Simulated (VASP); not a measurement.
# Cu2O (Pn-3m) in VASP: vibrations by perturbation theory with PBEsol

Aim: the vibrations by perturbation theory of Cu2O with PBEsol.

Everything below comes from runs of VASP 6.6.1. Logs are shortened: lines on timing, memory, paths and dates and some standing lists are left out, and cuts for length are marked.

### Step 1. The cell of the first run

The structure is cubic, space group Pn-3m (No. 224). The conventional cell has a = 4.223 Å, b = 4.223 Å, c = 4.223 Å, α = 90.00°, β = 90.00°, γ = 90.00°. Cu (site symmetry -3m) has 2 O at 1.83 Å within 2.4 Å. O (site symmetry -43m) has 4 Cu at 1.83 Å within 2.4 Å.

### Step 2. Vibrations by perturbation theory, PBEsol

INCAR reads:

```
ALGO = Normal
EDIFF = 1E-8
ENCUT = 600
GGA = PS
GGA_COMPAT = False
IBRION = 8
ISIF = 2
ISMEAR = 0
LASPH = True
LCHARG = False
LEPSILON = True
LREAL = False
LWAVE = False
NBANDS = 37
NELM = 120
NSW = 1
PREC = Accurate
SIGMA = 0.01
```

KPOINTS reads:

```
k-points
0
Gamma
  6 6 6
```

POSCAR reads:

```
Cu2O
1.0
    4.2226855081      0.0000000000      0.0000000000
    0.0000000000      4.2226855081      0.0000000000
    0.0000000000      0.0000000000      4.2226855081
Cu O
4 2
Direct
    0.2500000000      0.2500000000      0.2500000000
    0.2500000000      0.7500000000      0.7500000000
    0.7500000000      0.7500000000      0.2500000000
    0.7500000000      0.2500000000      0.7500000000
    0.0000000000      0.0000000000      0.0000000000
    0.5000000000      0.5000000000      0.5000000000
```

Potentials or basis: VASP PAW PBE potentials, release 64 (Cu, O).

The run is started by

```console
$ cat potpaw_PBE.64/Cu/POTCAR potpaw_PBE.64/O/POTCAR > POTCAR
$ mpirun -np 1 vasp_std > vasp.out
```

OUTCAR:

```text
EDIFF = 1E-8
   ENCUT = 600
   GGA = PS
   IBRION = 8
   ISIF = 2
   ISMEAR = 0
   LASPH = True
   LEPSILON = True
   LREAL = False
   NELM = 120
   NSW = 1
   PREC = Accurate

 ion  position               nearest neighbor table
   1  0.250  0.250  0.250-   5 1.83   6 1.83
   2  0.250  0.750  0.750-   5 1.83   6 1.83
   3  0.750  0.750  0.250-   5 1.83   6 1.83
   4  0.750  0.250  0.750-   5 1.83   6 1.83
   5  0.000  0.000  0.000-   1 1.83   2 1.83   3 1.83   4 1.83
   6  0.500  0.500  0.500-   1 1.83   2 1.83   3 1.83   4 1.83

  LATTYP: Found a simple cubic cell.
 ALAT       =     4.2226855081

  Lattice vectors:

 A1 = (   4.2226855081,   0.0000000000,   0.0000000000)
 A2 = (   0.0000000000,   4.2226855081,   0.0000000000)
 A3 = (   0.0000000000,   0.0000000000,   4.2226855081)

Analysis of symmetry for initial positions (statically):
=====================================================================
 Subroutine PRICEL returns:
 Original cell was already a primitive cell.

 Routine SETGRP: Setting up the symmetry group for a
 simple cubic supercell.

 Subroutine GETGRP returns: Found 48 space group operations
 (whereof 24 operations were pure point group operations)
 out of a pool of 48 trial point group operations.

The static configuration has the point symmetry T_d .
 The point group associated with its full space group is O_h .

Analysis of symmetry for dynamics (positions and initial velocities):
=====================================================================
 Subroutine PRICEL returns:
 Original cell was already a primitive cell.

 Routine SETGRP: Setting up the symmetry group for a
 simple cubic supercell.

 Subroutine GETGRP returns: Found 48 space group operations
 (whereof 24 operations were pure point group operations)
 out of a pool of 48 trial point group operations.

The dynamic configuration has the point symmetry T_d .
 The point group associated with its full space group is O_h .

 Subroutine INISYM returns: Found 48 space group operations
 (whereof 24 operations are pure point group operations),
 and found     1 'primitive' translations

----------------------------------------------------------------------------------------

                                     Primitive cell

  volume of cell :      75.2950

  direct lattice vectors                    reciprocal lattice vectors
     4.222685508  0.000000000  0.000000000     0.236816120  0.000000000  0.000000000
     0.000000000  4.222685508  0.000000000     0.000000000  0.236816120  0.000000000
     0.000000000  0.000000000  4.222685508     0.000000000  0.000000000  0.236816120

  length of vectors
     4.222685508  4.222685508  4.222685508     0.236816120  0.236816120  0.236816120

  position of ions in fractional coordinates (direct lattice)
     0.250000000  0.250000000  0.250000000
[... 1034 lines left out ...]
 PIEZOELECTRIC TENSOR (including local field effects)  for field in x, y, z        (C/m^2)
          XX          YY          ZZ          XY          YZ          ZX
  --------------------------------------------------------------------------------
  x     0.00000    -0.00000     0.00000     0.00000    -0.00000    -0.00000
  y    -0.00000     0.00000     0.00000     0.00000     0.00000    -0.00000
  z    -0.00000     0.00000     0.00000    -0.00000     0.00000    -0.00000

 BORN EFFECTIVE CHARGES (including local field effects) (in |e|, cummulative output)
 ---------------------------------------------------------------------------------
 ion    1
    1     0.87880     0.39258     0.39258
    2     0.39258     0.87880     0.39258
    3     0.39258     0.39258     0.87880
 ion    2
    1     0.87880    -0.39258    -0.39258
    2    -0.39258     0.87880     0.39258
    3    -0.39258     0.39258     0.87880
 ion    3
    1     0.87880     0.39258    -0.39258
    2     0.39258     0.87880    -0.39258
    3    -0.39258    -0.39258     0.87880
 ion    4
    1     0.87880    -0.39258     0.39258
    2    -0.39258     0.87880    -0.39258
    3     0.39258    -0.39258     0.87880
 ion    5
    1    -1.75759     0.00000    -0.00000
    2    -0.00000    -1.75759     0.00000
    3     0.00000    -0.00000    -1.75759
 ion    6
    1    -1.75759    -0.00000    -0.00000
    2     0.00000    -1.75759     0.00000
    3     0.00000    -0.00000    -1.75759

 INTERNAL STRAIN TENSOR FOR ION    6 for displacements in x,y,z  (eV/Angst):
          X           Y           Z          XY          YZ          ZX
  --------------------------------------------------------------------------------
  x    -0.00000     0.00000     0.00000    -0.00000   -17.10529     0.00000
  y     0.00000    -0.00000     0.00000     0.00000    -0.00000   -17.10529
  z     0.00000     0.00000    -0.00000   -17.10529     0.00000    -0.00000

 SECOND DERIVATIVES (NOT SYMMETRIZED)
 ------------------------------------
               1X          1Y          1Z          2X          2Y          2Z          3X          3Y          3Z          4X          4Y          4Z          5X          5Y          5Z          6X          6Y          6Z
  1X   -10.196928   -8.639797   -8.639797   -0.472593    0.287804    0.287804    0.398762    0.661618   -0.287999    0.398762   -0.287999    0.661618    4.935998    3.989186    3.989186    4.935998    3.989186    3.989186
  1Y    -8.639797  -10.196928   -8.639797   -0.287999    0.398762    0.661618    0.661618    0.398762   -0.287999    0.287804   -0.472593    0.287804    3.989186    4.935998    3.989186    3.989186    4.935998    3.989186
  1Z    -8.639797   -8.639797  -10.196928   -0.287999    0.661618    0.398762    0.287804    0.287804   -0.472593    0.661618   -0.287999    0.398762    3.989186    3.989186    4.935998    3.989186    3.989186    4.935998
  2X    -0.472593   -0.287804   -0.287804  -10.196928    8.639797    8.639797    0.398762    0.287999   -0.661618    0.398762   -0.661618    0.287999    4.935998   -3.989186   -3.989186    4.935998   -3.989186   -3.989186
  2Y     0.287999    0.398762    0.661618    8.639797  -10.196928   -8.639797   -0.287804   -0.472593    0.287804   -0.661618    0.398762   -0.287999   -3.989186    4.935998    3.989186   -3.989186    4.935998    3.989186
  2Z     0.287999    0.661618    0.398762    8.639797   -8.639797  -10.196928   -0.661618   -0.287999    0.398762   -0.287804    0.287804   -0.472593   -3.989186    3.989186    4.935998   -3.989186    3.989186    4.935998
  3X     0.398762    0.661618    0.287999    0.398762   -0.287999   -0.661618  -10.196928   -8.639797    8.639797   -0.472593    0.287804   -0.287804    4.935998    3.989186   -3.989186    4.935998    3.989186   -3.989186
  3Y     0.661618    0.398762    0.287999    0.287804   -0.472593   -0.287804   -8.639797  -10.196928    8.639797   -0.287999    0.398762   -0.661618    3.989186    4.935998   -3.989186    3.989186    4.935998   -3.989186
  3Z    -0.287804   -0.287804   -0.472593   -0.661618    0.287999    0.398762    8.639797    8.639797  -10.196928    0.287999   -0.661618    0.398762   -3.989186   -3.989186    4.935998   -3.989186   -3.989186    4.935998
  4X     0.398762    0.287999    0.661618    0.398762   -0.661618   -0.287999   -0.472593   -0.287804    0.287804  -10.196928    8.639797   -8.639797    4.935998   -3.989186    3.989186    4.935998   -3.989186    3.989186
  4Y    -0.287804   -0.472593   -0.287804   -0.661618    0.398762    0.287999    0.287999    0.398762   -0.661618    8.639797  -10.196928    8.639797   -3.989186    4.935998   -3.989186   -3.989186    4.935998   -3.989186
  4Z     0.661618    0.287999    0.398762    0.287804   -0.287804   -0.472593   -0.287999   -0.661618    0.398762   -8.639797    8.639797  -10.196928    3.989186   -3.989186    4.935998    3.989186   -3.989186    4.935998
  5X     4.947632    3.989880    3.989880    4.947632   -3.989880   -3.989880    4.947632    3.989880   -3.989880    4.947632   -3.989880    3.989880  -18.460029    0.000000    0.000000   -1.330497    0.000000    0.000000
  5Y     3.989880    4.947632    3.989880   -3.989880    4.947632    3.989880    3.989880    4.947632   -3.989880   -3.989880    4.947632   -3.989880    0.000000  -18.460029   -0.000000    0.000000   -1.330497    0.000000
  5Z     3.989880    3.989880    4.947632   -3.989880    3.989880    4.947632   -3.989880   -3.989880    4.947632    3.989880   -3.989880    4.947632    0.000000    0.000000  -18.460029   -0.000000   -0.000000   -1.330497
  6X     4.947632    3.989880    3.989880    4.947632   -3.989880   -3.989880    4.947632    3.989880   -3.989880    4.947632   -3.989880    3.989880   -1.330497    0.000000    0.000000  -18.460029    0.000000    0.000000
  6Y     3.989880    4.947632    3.989880   -3.989880    4.947632    3.989880    3.989880    4.947632   -3.989880   -3.989880    4.947632   -3.989880    0.000000   -1.330497    0.000000    0.000000  -18.460029   -0.000000
  6Z     3.989880    3.989880    4.947632   -3.989880    3.989880    4.947632   -3.989880   -3.989880    4.947632    3.989880   -3.989880    4.947632   -0.000000   -0.000000   -1.330497    0.000000    0.000000  -18.460029

 Eigenvectors and eigenvalues of the dynamical matrix
 ----------------------------------------------------

   1 f  =   19.814951 THz   124.501006 2PiTHz  660.955607 cm-1    81.948014 meV
             X         Y         Z           dx          dy          dz
      1.055671  1.055671  1.055671    -0.065827   -0.034833   -0.046366
      1.055671  3.167014  3.167014    -0.200705    0.192776    0.181244
      3.167014  3.167014  1.055671    -0.065827   -0.034833    0.046366
      3.167014  1.055671  3.167014    -0.200705    0.192776   -0.181244
      0.000000  0.000000  0.000000     0.531721   -0.315090    0.000000
      2.111343  2.111343  2.111343     0.531721   -0.315090   -0.000000
[... 145 lines left out ...]
  18 f/i=    0.011623 THz     0.073032 2PiTHz    0.387717 cm-1     0.048071 meV
             X         Y         Z           dx          dy          dz
      1.055671  1.055671  1.055671    -0.048244    0.076599    0.462569
      1.055671  3.167014  3.167014    -0.046601    0.076455    0.462424
      3.167014  3.167014  1.055671    -0.046836    0.078008    0.462659
      3.167014  1.055671  3.167014    -0.048009    0.077863    0.462804
      0.000000  0.000000  0.000000    -0.023709    0.038613    0.231289
      2.111343  2.111343  2.111343    -0.023709    0.038613    0.231289

--------------------------------------------------------------------------------------------------------

 MACROSCOPIC STATIC DIELECTRIC TENSOR IONIC CONTRIBUTION
 ------------------------------------------------------
           1.096567     0.000000     0.000000
           0.000000     1.096567     0.000000
           0.000000     0.000000     1.096567
 ------------------------------------------------------

 ELASTIC MODULI CONTR FROM IONIC RELAXATION (kBar)
 Direction    XX          YY          ZZ          XY          YZ          ZX
 --------------------------------------------------------------------------------
 XX          -0.0000      0.0000      0.0000      0.0000     -0.0000      0.0000
 YY           0.0000     -0.0000      0.0000      0.0000      0.0000     -0.0000
 ZZ           0.0000      0.0000     -0.0000     -0.0000      0.0000      0.0000
 XY           0.0000      0.0000     -0.0000   -726.9251      0.0000      0.0000
 YZ          -0.0000      0.0000      0.0000     -0.0000   -726.9251      0.0000
 ZX           0.0000     -0.0000      0.0000      0.0000      0.0000   -726.9251
 --------------------------------------------------------------------------------

 PIEZOELECTRIC TENSOR IONIC CONTR  for field in x, y, z        (C/m^2)
          XX          YY          ZZ          XY          YZ          ZX
  --------------------------------------------------------------------------------
  x    -0.00000     0.00000    -0.00000    -0.00000     0.00000    -0.00000
  y     0.00000    -0.00000     0.00000    -0.00000     0.00000    -0.00000
  z     0.00000     0.00000     0.00000    -0.00000    -0.00000     0.00000
```

Wall time 37 min (1 thread of AMD EPYC 7R32 (Zen 2), shared host); peak memory 0.57 GiB.

Results:

```
Electronic dielectric tensor (diagonal)                 : 10.53
Born charges (mean of the diagonal)                     : Cu +0.88; O -1.76 e
Highest phonon frequency at Γ, LO-TO splitting left out : 661 cm⁻¹
```

Phonon frequencies in cm⁻¹ (negative: imaginary):
| q point | frequencies |
| --- | --- |
| (0.000, 0.000, 0.000) | 0 0 0 65 65 65 82 82 144 144 144 366 540 540 540 661 661 661 |

Electronic dielectric tensor:
```
10.53  0.00  0.00
 0.00 10.53  0.00
 0.00  0.00 10.53
```

Born effective charge tensors (e):
atom 1, Cu
```
0.88 0.39 0.39
0.39 0.88 0.39
0.39 0.39 0.88
```
atom 2, Cu
```
 0.88 -0.39 -0.39
-0.39  0.88  0.39
-0.39  0.39  0.88
```
atom 3, Cu
```
 0.88  0.39 -0.39
 0.39  0.88 -0.39
-0.39 -0.39  0.88
```
atom 4, Cu
```
 0.88 -0.39  0.39
-0.39  0.88 -0.39
 0.39 -0.39  0.88
```
atom 5, O
```
-1.76  0.00  0.00
 0.00 -1.76  0.00
 0.00  0.00 -1.76
```
atom 6, O
```
-1.76  0.00  0.00
 0.00 -1.76  0.00
 0.00  0.00 -1.76
```
